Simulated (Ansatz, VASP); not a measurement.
## Two plane-wave programs on Sn2Te3O

INCAR

```
ALGO = Normal
EDIFF = 1E-7
EDIFFG = -0.04
ENCUT = 600
GGA = PE
GGA_COMPAT = F
IBRION = 2
ISIF = 3
ISMEAR = 0
LASPH = T
LCHARG = F
LREAL = F
LWAVE = F
NELM = 120
NELMIN = 4
NSW = 90
PREC = Accurate
SIGMA = 0.1
```

File KPOINTS:

```
k-points
0
Gamma
  4 4 2
```

The input POSCAR:

```
Sn2Te3O
1.0
    4.1355930800      0.0000000000      0.0000000000
    0.0000000000      4.1355930800      0.0000000000
    0.0000000000      0.0000000000      8.7798073500
Sn Te O
2 3 1
Direct
    0.5000000000      0.5000000000      0.7286009800
    0.0000000000      0.0000000000      0.2702390000
    0.5000000000      0.0000000000      0.9985610200
    0.0000000000      0.5000000000      0.9985610200
    0.5000000000      0.5000000000      0.3788870000
    0.0000000000      0.0000000000      0.6251500200
```

Input for Ansatz:

```yaml
crystal:
  lattice:
    - [4.13559308, 0.0, 0.0]
    - [0.0, 4.13559308, 0.0]
    - [0.0, 0.0, 8.77980735]
  atoms:
    - { symbol: Sn, position: [0.5, 0.5, 0.72860098] }
    - { symbol: Sn, position: [0.0, 0.0, 0.270239] }
    - { symbol: Te, position: [0.5, 0.0, 0.99856102] }
    - { symbol: Te, position: [0.0, 0.5, 0.99856102] }
    - { symbol: Te, position: [0.5, 0.5, 0.378887] }
    - { symbol: O, position: [0.0, 0.0, 0.62515002] }
basis:
  ecutwfc: 420
kpoints:
  mp_grid: { grid: [4, 4, 2] }
hamiltonian:
  xc: pbe
scf:
  occupations: { method: gaussian, width: 0.1 }
  lower_state_search: "off"
output:
  forces: true
  stress: true
  eigenvalues: true
relax:
  adjacent_minimum: "off"
  f_tol: 0.04
  max_steps: 70
  cell: { stress_tol: 0.4 }
```

Change from the starting cell: species swapped into the Zr2As3S type (P4mm, No. 99).

Alike in both runs: task relaxation of cell and atoms; functional PBE; k mesh 4 × 4 × 2; occupations gaussian, width 0.1 eV; no spin polarisation.

|  | VASP | Ansatz |
| --- | --- | --- |
| version | VASP 6.6.1 | Ansatz 0.2.0 |
| potentials or method | VASP PAW PBE potentials, release 64 (Sn_d, Te, O), cutoff 600 eV | scalar-relativistic, plane waves, PAW |
| valence electrons in the cell | 52 | 82 |

```csv
,VASP,Ansatz,Ansatz less VASP
"gap on the k mesh at the Fermi level, each at its own relaxed structure (eV)",none,none,-
relaxed volume (Å³/atom),30.01,30.75,+0.742
relaxed cell length with the largest relative difference (Å),9.851,10.071,+0.2202
```

A gap of «none» marks a metal or a gap that the smearing closes. VASP's potentials hold 52 valence electrons a cell and Ansatz's 82, so a difference there can come from the potentials and not from the codes.

The k mesh is coarse, so the values compare programs but aren't converged. Neither program's run includes spin-orbit coupling. Noted on VASP's run: the volume moved by over 15 % at a fixed basis, so the end points are rough.
